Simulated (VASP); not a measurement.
Write the native input for VASP 6.6.1 that does the following.

```
Task                   : single point
Functional             : PBE
Potentials or basis    : VASP PAW PBE potentials, release 64 (Al, N)
Cutoff                 : 520 eV
k mesh                 : 8 × 6 × 4
Occupations            : gaussian, width 0.05 eV
Spin                   : no spin polarisation
Dipole correction      : no
Further INCAR settings : ALGO = Normal; EDIFF = 1e-07; NBANDS = 26
```

The structure of AlN lies in POSCAR:

```
AlN
1.0
   -1.6567491617      2.8695737234      0.0000000000
    0.0000000000      0.0000000000      4.1874629526
    4.9702474850      2.8695737234      0.0000000000
Al N
4 4
Direct
    0.5227426108      0.7500000000      0.2756509382
    0.0000000000      0.7500000000      0.6666666667
    0.0000000000      0.2500000000      0.3333333333
    0.5000000000      0.2500000000      0.8333333333
    0.5000000000      0.2500000000      0.1666666667
    0.0000000000      0.2500000000      0.6666666667
    0.0000000000      0.7500000000      0.3333333333
    0.5000000000      0.7500000000      0.8333333333
```

This cell differs from its parent crystal: atom 1 (Al) moved by +0.504 Å along [1 0 0] and +0.378 Å along [1 2 0].

The input as run:

INCAR

```
SYSTEM = AlN
ALGO = Normal
EDIFF = 1E-7
ENCUT = 520
GGA = PE
ISIF = 2
ISMEAR = 0
LASPH = .True.
LCHARG = .False.
LREAL = .False.
LWAVE = .False.
NBANDS = 26
NELM = 60
PREC = Accurate
SIGMA = 0.05
```

KPOINTS

```
k-points
0
Gamma
  8 6 4
  0 0 0
```

Potentials or basis: VASP PAW PBE potentials, release 64 (Al, N).

The run is started by

```sh
$ cat potpaw_PBE.64/Al/POTCAR potpaw_PBE.64/N/POTCAR > POTCAR
$ mpirun -np 1 vasp_std > vasp.out
```

It gave:

| Quantity | Value |
| --- | --- |
| Pressure | 9.4 GPa |
| Largest force | 7.635 eV/Å |
| Band gap on the k mesh | 2.15 eV |

Caveat: the cell differs from its parent crystal (atom 1 (Al) moved by +0.504 Å along [1 0 0] and +0.378 Å along [1 2 0]); the cell stands under pressure; forces of over 1 eV/Å act on the atoms, so gaps and moduli don't describe the material at rest.

Wall time 2.3 min on 1 thread of Intel(R) Xeon(R) Platinum 8259CL CPU @ 2.50GHz (Skylake/Cascade Lake) (shared host), peak memory 0.25 GiB.
